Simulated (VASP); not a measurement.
# Fe (Im-3m) in VASP: further runs, part 2 of 2

VASP 6.6.1.

### 3 Single point, r2SCAN

Input file POSCAR:

```
Fe
1.0
   -1.3419230302      1.3419230302      1.3419230302
    1.3419230302     -1.3419230302      1.3419230302
    1.3419230302      1.3419230302     -1.3419230302
Fe
1
Direct
    0.0000000000      0.0000000000      0.0000000000
```

Input file INCAR.step1:

```
PREC = Accurate
ENCUT = 520
ISMEAR = -1
SIGMA = 0.1
LREAL = F
LASPH = T
NELM = 100
NBANDS = 10
GGA = PE
ALGO = Normal
EDIFF = 1E-4
LWAVE = T
LCHARG = F
```

Input file INCAR.step2:

```
PREC = Accurate
ENCUT = 520
EDIFF = 1E-6
ISMEAR = -1
SIGMA = 0.1
LREAL = F
LASPH = T
NELM = 100
ALGO = Normal
ISIF = 2
LWAVE = F
LCHARG = T
METAGGA = R2SCAN
LMIXTAU = T
LELF = T
LVHAR = T
NBANDS = 10
ISTART = 1
```

Input file KPOINTS:

```
Automatic mesh
0
Gamma
  17 17 17
```

Potentials or basis: VASP PAW PBE potentials, release 64 (Fe).

On the command line:

```sh
$ cat potpaw_PBE.64/Fe/POTCAR > POTCAR
$ cp INCAR.step1 INCAR
$ mpirun -np 1 vasp_std > vasp.out
$ cp INCAR.step2 INCAR
$ mpirun -np 1 vasp_std > vasp.out
```

It took 71 s on 1 thread of Intel Xeon Platinum 8259CL at 2.50GHz (Skylake/Cascade Lake), shared host; peak memory 0.13 GiB.

It converged, with:

| Item | Value |
| --- | --- |
| Free energy | -13.3182 eV |
| Pressure | 17.7 GPa |
| Band gap on the k mesh | zero (band 4 reaches 8.61 eV, above the bottom of band 5 at 6.29 eV) |

Levels at points of the mesh, in eV from the Fermi level:
| k point | band 1 | band 2 | band 3 | band 4 | band 5 | band 6 | band 7 | band 8 | band 9 |
| --- | --- | --- | --- | --- | --- | --- | --- | --- | --- |
| (0.00, 0.00, 0.00) | -9.92 | -2.16 | -2.16 | -2.16 | -0.01 | -0.01 | 27.71 | 27.71 | 27.71 |

Caveat: the PAW data sets were made with another functional, which shifts forces and pressure a little; the run has no spin polarisation, though such a crystal can be magnetic.

### 4 Single point, r2SCAN

This run uses another cell than the first one, of 9.98 Å³/atom, 1.033 times its volume.

Input file POSCAR:

```
Fe
1.0
   -1.3563534165      1.3563534165      1.3563534165
    1.3563534165     -1.3563534165      1.3563534165
    1.3563534165      1.3563534165     -1.3563534165
Fe
1
Direct
    0.0000000000      0.0000000000      0.0000000000
```

Input file INCAR.step1:

```
SYSTEM = Fe
PREC = Accurate ; ENCUT = 520
ISMEAR = -1 ; SIGMA = 0.1
LREAL = .FALSE. ; LASPH = .TRUE.
NELM = 60 ; NBANDS = 10
GGA = PE ; ALGO = Normal
EDIFF = 1E-4 ; LWAVE = .TRUE.
LCHARG = .FALSE.
```

Input file INCAR.step2:

```
SYSTEM = Fe
PREC = Accurate ; ENCUT = 520
EDIFF = 1E-6 ; ISMEAR = -1
SIGMA = 0.1 ; LREAL = .FALSE.
LASPH = .TRUE. ; NELM = 60
ALGO = Normal ; ISIF = 2
LWAVE = .FALSE. ; LCHARG = .TRUE.
METAGGA = R2SCAN ; LMIXTAU = .TRUE.
LELF = .TRUE. ; LVHAR = .TRUE.
NBANDS = 10 ; ISTART = 1
```

Input file KPOINTS:

```
regular mesh
0
G
  17 17 17
  0 0 0
```

Potentials or basis: VASP PAW PBE potentials, release 64 (Fe).

On the command line:

```sh
$ cat potpaw_PBE.64/Fe/POTCAR > POTCAR
$ cp INCAR.step1 INCAR
$ mpirun -np 1 vasp_std > vasp.out
$ cp INCAR.step2 INCAR
$ mpirun -np 1 vasp_std > vasp.out
```

OUTCAR:

```text
SYSTEM = Fe
   PREC = Accurate
   ENCUT = 520
   EDIFF = 1E-6
   ISMEAR = -1
   LREAL = .FALSE.
   LASPH = .TRUE.
   NELM = 60
   ISIF = 2
   METAGGA = R2SCAN
   ISTART = 1

 ion  position               nearest neighbor table
   1  0.000  0.000  0.000-

  LATTYP: Found a body centered cubic cell.
 ALAT       =     2.7127068330

  Lattice vectors:

 A1 = (  -1.3563534165,   1.3563534165,   1.3563534165)
 A2 = (   1.3563534165,  -1.3563534165,   1.3563534165)
 A3 = (   1.3563534165,   1.3563534165,  -1.3563534165)
[... 482 lines left out ...]
      2       4.2600      2.00000
      3       4.3945      2.00000
      4       6.7114      1.98365
      5       7.4102      0.20130
      6       7.8099      0.00410
      7      24.6044      0.00000
      8      25.9817      0.00000
      9      32.3810      0.00000
     10      35.7846      0.00000

 [... further k-points ...]
[... 5 lines left out ...]
  --------------------------------------------------------------------------------------
  -------------------------------------------------------------------------------------
  Total        0.4089647      0.4089647      0.4089647      0.0000000      0.0000000     -0.0000000
  in kB       65.6474416     65.6474416     65.6474416      0.0000000      0.0000000     -0.0000000
  external PRESSURE =      65.6474416 kB  Pullay stress =       0.0000000 kB

 VOLUME and BASIS-vectors are now :
 -----------------------------------------------------------------------------
  energy-cutoff  :      520.00
  volume of cell :        9.98
      direct lattice vectors                 reciprocal lattice vectors
    -1.356353416  1.356353416  1.356353416     0.000000000  0.368635485  0.368635485
     1.356353416 -1.356353416  1.356353416     0.368635485  0.000000000  0.368635485
     1.356353416  1.356353416 -1.356353416     0.368635485  0.368635485  0.000000000

 POSITION                                       TOTAL-FORCE (eV/Angst)
 -----------------------------------------------------------------------------------
      0.00000      0.00000      0.00000         0.000000      0.000000      0.000000
 -----------------------------------------------------------------------------------
    total drift:                                0.000000      0.000000      0.000000

  FREE ENERGIE OF THE ION-ELECTRON SYSTEM (eV)
  ---------------------------------------------------
  free  energy   TOTEN  =       -13.3417858074 eV

  energy  without entropy=      -13.2513369702  energy(sigma->0) =      -13.29656139
```

OSZICAR.step1:

```text
N       E                     dE             d eps       ncg     rms          rms(c)
DAV:   1     0.165702512387E+02    0.16570E+02   -0.44560E+03  3500   0.109E+03
DAV:   2    -0.871829163939E+01   -0.25289E+02   -0.24088E+02  3342   0.132E+02
DAV:   3    -0.919838327269E+01   -0.48009E+00   -0.47702E+00  3666   0.231E+01
DAV:   4    -0.920029604649E+01   -0.19128E-02   -0.19125E-02  3540   0.133E+00
DAV:   5    -0.920030878315E+01   -0.12737E-04   -0.12737E-04  3392   0.105E-01    0.126E+01
DAV:   6    -0.788513213374E+01    0.13152E+01   -0.10077E+01  3550   0.506E+01    0.174E+00
DAV:   7    -0.781270953687E+01    0.72423E-01   -0.39849E-01  3628   0.988E+00    0.109E+00
DAV:   8    -0.779636488689E+01    0.16345E-01   -0.11645E-02  4872   0.991E-01    0.354E-01
DAV:   9    -0.779360447589E+01    0.27604E-02   -0.14066E-03  3798   0.328E-01    0.616E-02
DAV:  10    -0.779360677501E+01   -0.22991E-05   -0.66834E-06  1768   0.322E-02
   1 F= -.77936068E+01 E0= -.77437456E+01  d E =-.997223E-01
```

Wall time 68 s (1 thread of Intel Xeon Platinum 8259CL at 2.50GHz (Skylake/Cascade Lake), shared host); peak memory 0.13 GiB.

What came out:

```yaml
Free_energy: -13.3418 eV
Pressure: 6.6 GPa
Band_gap_on_the_k_mesh: zero (band 4 reaches 8.17 eV, above the bottom of band 5 at 5.96 eV)
```

Caveat: the PAW data sets were made with another functional, which shifts forces and pressure a little; the run has no spin polarisation, though such a crystal can be magnetic.
